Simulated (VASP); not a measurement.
# Si2F (P6/mmm) in VASP: notebook, part 2 of 2

VASP 6.6.1. Earlier steps stand in the parts before.

## (4) Relaxation of cell and atoms, PBE

Input file INCAR:

```
SYSTEM = Si2F
PREC     = Accurate       ! precision mode
ENCUT    = 600            ! plane-wave cutoff, eV
EDIFF    = 1E-6           ! SCF threshold, eV
ISMEAR   = 0              ! smearing method
SIGMA    = 0.1            ! smearing width, eV
LREAL    = .False.        ! projectors in reciprocal space
LASPH    = .True.         ! aspherical terms in the spheres
NELM     = 100            ! most SCF steps
ALGO     = Normal         ! electronic algorithm
ISIF     = 3              ! what is computed and relaxed
LWAVE    = .False.        ! write WAVECAR
LCHARG   = .False.        ! write CHGCAR
GGA      = PE             ! functional
IBRION   = 2              ! ionic algorithm
NSW      = 90             ! ionic steps
EDIFFG   = -0.04          ! ionic threshold
```

Input file KPOINTS:

```
Automatic mesh
0
Gamma
  6 6 6
  0 0 0
```

Input file POSCAR:

```
Si2F
1.0
    3.4342192245      0.0000000000      0.0000000000
   -1.7171096123      2.9741210906      0.0000000000
    0.0000000000      0.0000000000      3.7080440132
Si F
2 1
Direct
    0.3333333333      0.6666666667      0.5000000000
    0.6666666667      0.3333333333      0.5000000000
    0.0000000000      0.0000000000      0.0000000000
```

Potentials or basis: VASP PAW PBE potentials, release 64 (Si, F).

The run is started by

```bash
cat potpaw_PBE.64/Si/POTCAR potpaw_PBE.64/F/POTCAR > POTCAR
mpirun -np 1 vasp_std > vasp.out
```

OUTCAR:

```text
SYSTEM = Si2F
   PREC = Accurate
   ENCUT = 600
   EDIFF = 1E-6
   ISMEAR = 0
   LREAL = .False.
   LASPH = .True.
   NELM = 100
   ISIF = 3
   GGA = PE
   IBRION = 2
   NSW = 90
   EDIFFG = -0.04

 ion  position               nearest neighbor table
   1  0.333  0.667  0.500-   2 1.98   2 1.98   2 1.98
   2  0.667  0.333  0.500-   1 1.98   1 1.98   1 1.98
   3  0.000  0.000  0.000-

  LATTYP: Found a hexagonal cell.
 ALAT       =     3.4342192245
 C/A-ratio  =     1.0797342193

  Lattice vectors:

 A1 = (   3.4342192245,   0.0000000000,   0.0000000000)
 A2 = (  -1.7171096123,   2.9741210906,   0.0000000000)
 A3 = (   0.0000000000,   0.0000000000,   3.7080440132)

Analysis of symmetry for initial positions (statically):
=====================================================================
 Subroutine PRICEL returns:
 Original cell was already a primitive cell.

 Routine SETGRP: Setting up the symmetry group for a
 hexagonal supercell.

 Subroutine GETGRP returns: Found 24 space group operations
 (whereof 24 operations were pure point group operations)
 out of a pool of 24 trial point group operations.

The static configuration has the point symmetry D_6h.

Analysis of symmetry for dynamics (positions and initial velocities):
=====================================================================
 Subroutine PRICEL returns:
 Original cell was already a primitive cell.

 Routine SETGRP: Setting up the symmetry group for a
 hexagonal supercell.

 Subroutine GETGRP returns: Found 24 space group operations
 (whereof 24 operations were pure point group operations)
 out of a pool of 24 trial point group operations.

The dynamic configuration has the point symmetry D_6h.

 Subroutine INISYM returns: Found 24 space group operations
 (whereof 24 operations are pure point group operations),
 and found     1 'primitive' translations

----------------------------------------------------------------------------------------

                                     Primitive cell

  volume of cell :      37.8732

[... 112 lines left out ...]
  Fermi-wavevector in a.u.,A,eV,Ry     =   1.202250  2.271923 19.665925  1.445405
  Thomas-Fermi vector in A             =   2.338036
   LORBIT       =      0    0 simple, 1 ext, 2 COOP (PROOUT), +10 PAW based schemes
   GGA     = PE    functional components
   LHFCALC =     F    Hartree Fock is set to
   AEXX    =    0.0000 exact exchange contribution
   IVDW    =     0    specifies the selected vdW correction
   LEPSILON=     F    determine dielectric tensor
   LRPA    =     F    only Hartree local field effects (RPA)
 conjugate gradient relaxation of ions
 non-spin polarized calculation
 Gauss-broadening in eV      SIGMA  =   0.10
  energy-cutoff  :      600.00
  volume of cell :       37.87
 maximum number of plane-waves:      1278
 NGX is ok and might be reduce to    28
   NGX = 13   NGY = 13   NGZ = 15

--------------------------------------- Ionic step        1  -------------------------------------------

 number of electron      14.9999994 magnetization

 Free energy of the ion-electron system (eV)
  ---------------------------------------------------
  ext. energy  EPLUGINS =         0.00000000
  ---------------------------------------------------
  free energy    TOTEN  =       -10.66447292 eV

  energy without entropy =      -10.65838565  energy(sigma->0) =      -10.66142929

------------------------ aborting loop because EDIFF is reached ----------------------------------------

  FORCE on cell =-STRESS in cart. coord.  units (eV):
  Direction    XX          YY          ZZ          XY          YZ          ZX
  --------------------------------------------------------------------------------------
  -------------------------------------------------------------------------------------
  Total       21.3451221     21.3451221      3.1731966     -0.0000000      0.0000000      0.0000000
  in kB      902.9790710    902.9790710    134.2381698     -0.0000000      0.0000000      0.0000000
  external PRESSURE =     646.7321040 kB  Pullay stress =       0.0000000 kB
[... 773 lines left out ...]
  band No.  band energies     occupation
      1     -16.9284      2.00000
      2      -4.3448      2.00000
      3      -0.5786      2.00000
      4       0.0868      2.00000
      5       1.3583      2.00000
      6       1.8449      2.00000
      7       2.8078      2.00000
      8       3.8257      2.00000
      9       6.2004      0.00000
     10       7.9357      0.00000
     11      11.6270      0.00000

 [... further k-points ...]

[... ionic steps 4 to 14 ...]

--------------------------------------- Ionic step       15  -------------------------------------------

 number of electron      15.0000013 magnetization

------------------------ aborting loop because EDIFF is reached ----------------------------------------
[... 69 lines left out ...]
--------------------------------------- Ionic step       17  -------------------------------------------

 number of electron      15.0000011 magnetization

 Free energy of the ion-electron system (eV)
  ---------------------------------------------------
  ext. energy  EPLUGINS =         0.00000000
  ---------------------------------------------------
  free energy    TOTEN  =       -13.64423009 eV

  energy without entropy =      -13.63576580  energy(sigma->0) =      -13.63999795

 E-fermi :   6.1353     XC(G=0): -10.5429

 val. band max:        6.1200708462   @ k =   0.3333   0.0000   0.5000
 cond. band min:       6.1517174555   @ k =   0.3333   0.1667   0.3333
 fundamental gap:      0.0316466093
 Fermi energy:         6.1352569421
[... 366 lines left out ...]
  FREE ENERGIE OF THE ION-ELECTRON SYSTEM (eV)
  ---------------------------------------------------
  free  energy   TOTEN  =       -13.6442300913 eV

  energy  without entropy=      -13.6357658032  energy(sigma->0) =      -13.63999795

 reached required accuracy - stopping structural energy minimisation
```

Wall time 70 s (1 thread of Intel Xeon 6975P-C (Granite Rapids), shared host); peak memory 0.16 GiB.

Results:

- Free energy: -13.6442 eV
- Relaxed volume: 14.01 Å³/atom
- Relaxed cell: a = 4.104 Å, b = 4.104 Å, c = 2.881 Å, α = 90.00°, β = 90.00°, γ = 120.00°
- Space group after relaxing (to 0.05 Å): P6/mmm (No. 191)
- Energy gained by relaxing: 993.3 meV/atom
- Ionic steps: 17
- Pressure after relaxing: 0.1 GPa

The path:
| step | energy change (eV) | largest force (eV/Å) | pressure (GPa) | volume (Å³) |
| --- | --- | --- | --- | --- |
| 1 | 0.0000 | 0.0000 | 64.67 | 37.87 |
| 2 | -0.8543 | 0.0000 | -18.15 | 71.82 |
| 3 | -2.6745 | 0.0000 | -3.29 | 52.39 |
| 4 | -2.6842 | 0.0000 | -2.17 | 51.70 |
| 5 | -2.6864 | 0.0000 | -0.91 | 51.11 |
| 6 | -2.6861 | 0.0000 | -1.55 | 51.40 |
| 7 | -2.7108 | 0.0000 | -1.53 | 50.65 |
| 8 | -2.7876 | 0.0000 | -0.97 | 48.38 |
| 9 | -2.9309 | 0.0000 | 1.35 | 43.64 |
| 10 | -1.9685 | 0.0000 | 32.37 | 33.38 |
| 11 | -2.9483 | 0.0000 | 1.84 | 42.92 |
| 12 | -2.9534 | 0.0000 | 4.81 | 40.03 |
| 13 | -2.9660 | 0.0000 | 3.35 | 41.29 |
| 14 | -2.9780 | 0.0000 | 0.74 | 41.50 |
| 15 | -2.9780 | 0.0000 | 0.88 | 41.49 |
| 16 | -2.9791 | 0.0000 | 0.55 | 41.70 |
| 17 | -2.9798 | 0.0000 | 0.09 | 42.02 |

Final structure:
```
CELL_PARAMETERS angstrom
4.10425 0.00000 0.00000
-2.05212 3.55438 0.00000
0.00000 0.00000 2.88067
ATOMIC_POSITIONS crystal
Si 0.33333 0.66667 0.50000
Si 0.66667 0.33333 0.50000
F 0.00000 0.00000 0.00000
```

Levels at points of the mesh, in eV from the Fermi level:
| k point | band 5 | band 6 | band 7 | band 8 | band 9 | band 10 |
| --- | --- | --- | --- | --- | --- | --- |
| (0.00, 0.00, 0.00) | -2.88 | -2.13 | -2.13 | -1.69 | 4.84 | 4.84 |
| (0.50, 0.00, 0.00) | -2.77 | -2.33 | -0.70 | 1.08 | 5.73 | 6.67 |
| (0.00, 0.00, 0.50) | -3.58 | -2.92 | -0.25 | -0.25 | 2.21 | 2.60 |
| (0.50, 0.00, 0.50) | -3.79 | -2.92 | -1.44 | -1.31 | -0.41 | 4.63 |

Caveat: an odd number of electrons without spin polarisation forces a metal; a magnetic or distorted state may lie lower.

## (5) Summary

| task | cell | cutoff (eV) | gap on the mesh (eV) | pressure (GPa) |
| --- | --- | --- | --- | --- |
| single point | a = 3.434, b = 3.434, c = 3.708 Å, angles 90.0, 90.0, 120.0°, 3 atoms | 520 | none | 64.7 |
| single point | a = 4.121, b = 4.121, c = 2.877 Å, angles 90.0, 90.0, 120.0°, 3 atoms | 520 | none | 0.0 |
| relaxation of cell and atoms | relaxed from a = 3.434, b = 3.434, c = 3.708 Å, angles 90.0, 90.0, 120.0°, 3 atoms | 600 | none | 0.1 |

Alike in all rows: level PBE; potentials or basis VASP PAW PBE potentials, release 64 (Si, F); no spin polarisation; k mesh 6 × 6 × 6; smearing gaussian 0.1 eV.

Caveats: some runs use coarse meshes; an odd number of electrons without spin polarisation forces a metal; a magnetic or distorted state may lie lower.

Total energies depend on the potentials used, so only differences within one code and one set of settings carry meaning.
